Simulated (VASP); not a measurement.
# BiTe: single point with PBE

Crystal: BiTe.

```xyz
2
Lattice="3.8870 0.0000 0.0000 0.0000 3.8870 0.0000 0.0000 0.0000 3.8870" Properties=species:S:1:pos:R:3 pbc="T T T"
Bi    0.0000    0.0000    0.0000
Te    1.9435    1.9435    1.9435
```

This cell differs from its parent crystal: volume scaled by 0.980.

```
Program             : VASP 6.6.1
Task                : single point
Functional          : PBE
Potentials or basis : VASP PAW PBE potentials, release 64 (Bi_d, Te)
Cutoff              : 520 eV
k mesh              : 10 × 10 × 10
Occupations         : gaussian, width 0.05 eV
Spin                : no spin polarisation
```

The pressure is 1.1 GPa.

Levels at points of the mesh, in eV from the Fermi level:
| k point | band 6 | band 7 | band 8 | band 9 | band 10 | band 11 | band 12 | band 13 | band 14 | band 15 |
| --- | --- | --- | --- | --- | --- | --- | --- | --- | --- | --- |
| (0.00, 0.00, 0.00) | -13.95 | -8.61 | -2.65 | -2.65 | -2.65 | 3.03 | 3.03 | 4.09 | 4.09 | 4.09 |
| (0.50, 0.00, 0.00) | -11.76 | -11.75 | -1.88 | -1.13 | -0.75 | -0.75 | 0.63 | 0.63 | 4.66 | 5.69 |
| (0.50, 0.50, 0.00) | -10.85 | -10.81 | -5.76 | -5.76 | -0.25 | 1.67 | 2.65 | 2.65 | 5.47 | 5.75 |
| (0.50, 0.50, 0.50) | -10.33 | -10.15 | -3.40 | -3.40 | -3.40 | -2.73 | -2.73 | -2.73 | 13.64 | 13.64 |

Wall time 19 s on 1 thread of Intel(R) Xeon(R) 6975P-C (Granite Rapids), on a shared host, peak memory 0.2 GiB.

Caveat: spin-orbit coupling is left out, which moves the levels of the heavy elements.
